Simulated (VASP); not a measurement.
**Zn: relaxation of cell and atoms with PBEsol**

Crystal: Zn.

```xyz
2
Lattice="2.6700 0.0000 0.0000 -1.3350 2.3123 0.0000 0.0000 0.0000 4.9660" Properties=species:S:1:pos:R:3 pbc="T T T"
Zn    0.0000    1.5415    1.2415
Zn    1.3350    0.7708    3.7245
```

| Property | Result |
| --- | --- |
| Program | VASP 6.6.1 |
| Task | relaxation of cell and atoms |
| Functional | PBEsol |
| Potentials or basis | VASP PAW PBE potentials, release 64 (Zn) |
| Cutoff | 600 eV |
| k mesh | 17 × 17 × 8 |
| Occupations | fermi-dirac, width 0.05 eV |
| Spin | no spin polarisation |
| Dipole correction | no |
| Further INCAR settings | ALGO = Normal; EDIFF = 1e-06; IBRION = 2; EDIFFG = -0.03; NSW = 80; ISIF = 3 |

```json
{"Relaxed volume": "14.06 Å³/atom", "Relaxed cell": "a = 2.639 Å, b = 2.639 Å, c = 4.664 Å, α = 90.00°, β = 90.00°, γ = 120.00°", "Space group after relaxing (to 0.05 Å)": "P6_3/mmc (No. 194)", "Energy gained by relaxing": "22.6 meV/atom", "Ionic steps": "9", "Pressure after relaxing": "0.0 GPa", "Band gap on the k mesh": "zero (band 12 reaches 4.79 eV, above the bottom of band 13 at 1.15 eV)"}
```

Stress tensor (GPa, compression positive):
```
 0.08  0.00  0.00
 0.00  0.08  0.00
 0.00  0.00 -0.12
```

Step by step:
```
step  energy change (eV)  largest force (eV/Å)  pressure (GPa)  volume (Å³)
   1              0.0000                0.0000           -5.47        30.66
   2             -0.0380                0.0000            0.62        28.40
   3             -0.0384                0.0000           -0.06        28.60
   4             -0.0384                0.0000           -0.14        28.64
   5             -0.0390                0.0000           -0.24        28.60
   6             -0.0410                0.0000           -0.21        28.48
   7             -0.0446                0.0000           -0.12        28.23
   8             -0.0363                0.0000            1.25        27.69
   9             -0.0451                0.0000            0.01        28.12
```

Final structure:
```
Zn
1.0
     2.63874    0.00000    0.00000
    -1.31937    2.28522    0.00000
     0.00000    0.00000    4.66377
Zn
2
Cartesian
  0.0000 1.5235 1.1659
  1.3194 0.7617 3.4978
```

Levels at points of the mesh, in eV from the Fermi level:
| k point | band 10 | band 11 | band 12 | band 13 | band 14 | band 15 |
| --- | --- | --- | --- | --- | --- | --- |
| (0.00, 0.00, 0.00) | -7.20 | -7.20 | -3.83 | -2.39 | 16.11 | 17.37 |
| (0.00, 0.00, 0.50) | -7.32 | -7.32 | -7.32 | 5.83 | 5.83 | 18.88 |

Wall time 16 min on 1 thread of Oxide Virtual Turin-like Processor (shared host), peak memory 0.2 GiB.

Caveat: the PAW data sets were made with another functional, which shifts forces and pressure a little.
